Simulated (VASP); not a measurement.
Write the native input for VASP 6.6.1 that does the following.

```yaml
Task: single point
Functional: r2SCAN
Potentials_or_basis: VASP PAW PBE potentials, release 64 (Mg, O)
Cutoff: 520 eV
k_mesh: 10 × 10 × 10
Occupations: gaussian, width 0.01 eV
Spin: no spin polarisation
Dipole_correction: no
Further_INCAR_settings: ALGO = Normal; EDIFF = 1e-06; NBANDS = 11
```

MgO:

```
Mg O
1.0
    -0.01861    2.10458    2.10458
     2.10458   -0.01861    2.10458
     2.10458    2.10458   -0.01861
Mg O
1 1
Direct
  0.00000 0.00000 0.00000
  0.50000 0.50000 0.50000
```

This cell differs from its parent crystal: epitaxial 111 strain +1.0%.

One way to write it, as run:

POSCAR

```
MgO
1.0
   -0.0186088284      2.1045802612      2.1045802612
    2.1045802612     -0.0186088284      2.1045802612
    2.1045802612      2.1045802612     -0.0186088284
Mg O
1 1
Direct
    0.0000000000      0.0000000000      0.0000000000
    0.5000000000      0.5000000000      0.5000000000
```

INCAR.step1

```
SYSTEM = MgO
PREC = Accurate
ENCUT = 520
ISMEAR = 0
SIGMA = 0.01
LREAL = .FALSE.
LASPH = .TRUE.
NELM = 100
NBANDS = 11
GGA = PE
ALGO = Normal
EDIFF = 1E-4
LWAVE = .TRUE.
LCHARG = .FALSE.
```

INCAR.step2

```
SYSTEM = MgO
PREC = Accurate
ENCUT = 520
EDIFF = 1E-6
ISMEAR = 0
SIGMA = 0.01
LREAL = .FALSE.
LASPH = .TRUE.
NELM = 100
ALGO = Normal
ISIF = 2
LWAVE = .FALSE.
LCHARG = .TRUE.
METAGGA = R2SCAN
LMIXTAU = .TRUE.
LELF = .TRUE.
LVHAR = .TRUE.
NBANDS = 11
ISTART = 1
```

KPOINTS

```
Automatic mesh
0
G
  10 10 10
  0 0 0
```

Potentials or basis: VASP PAW PBE potentials, release 64 (Mg, O).

Launch:

```bash
$ cat potpaw_PBE.64/Mg/POTCAR potpaw_PBE.64/O/POTCAR > POTCAR
$ cp INCAR.step1 INCAR
$ mpirun -np 1 vasp_std > vasp.out
$ cp INCAR.step2 INCAR
$ mpirun -np 1 vasp_std > vasp.out
```

Results of the run:

The pressure is -3.8 GPa and the band gap on the k mesh is 5.42 eV, direct.

Caveat: the cell differs from its parent crystal (epitaxial 111 strain +1.0%); the PAW data sets were made with another functional, which shifts forces and pressure a little.

Run time: 27 s on 1 thread of Intel(R) Xeon(R) 6975P-C (Granite Rapids), on a shared host, peak memory 0.16 GiB.
